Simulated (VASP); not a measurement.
Here is a VASP 6.6.1 calculation.

Contents of INCAR:

```
SYSTEM = Li
PREC     = Accurate       ! precision mode
ENCUT    = 520            ! plane-wave cutoff, eV
EDIFF    = 1E-7           ! SCF threshold, eV
ISMEAR   = -1             ! smearing method
SIGMA    = 0.1            ! smearing width, eV
LREAL    = .False.        ! projectors in reciprocal space
LASPH    = .True.         ! aspherical terms in the spheres
NELM     = 100            ! most SCF steps
ALGO     = Normal         ! electronic algorithm
ISIF     = 2              ! what is computed and relaxed
LWAVE    = .False.        ! write WAVECAR
LCHARG   = .False.        ! write CHGCAR
GGA      = B5             ! functional
ALDAX    = 1.0          
AGGAX    = 1.0          
AGGAC    = 1.0          
ALDAC    = 0.0          
NBANDS   = 12             ! bands
```

Contents of KPOINTS:

```
regular mesh
0
Gamma
  8 8 12
  0 0 0
```

File POSCAR:

```
Li
1.0
    5.0403175839      0.0000000000      0.0000000000
   -2.5201587919      4.3650430708      0.0000000000
    0.0000000000      0.0000000000      2.9492740943
Li
3
Direct
    0.0000000000      0.0000000000      0.0000000000
    0.3333333333      0.6666666667      0.5000000000
    0.6666666667      0.3333333333      0.5000000000
```

Potentials or basis: VASP PAW PBE potentials, release 64 (Li_sv).

Command:

```bash
$ cat potpaw_PBE.64/Li_sv/POTCAR > POTCAR
$ mpirun -np 1 vasp_std > vasp.out
```

(1) Predict the band gap on the k mesh.

Results:

(1) zero (an odd number of electrons rules out a gap without spin polarisation).
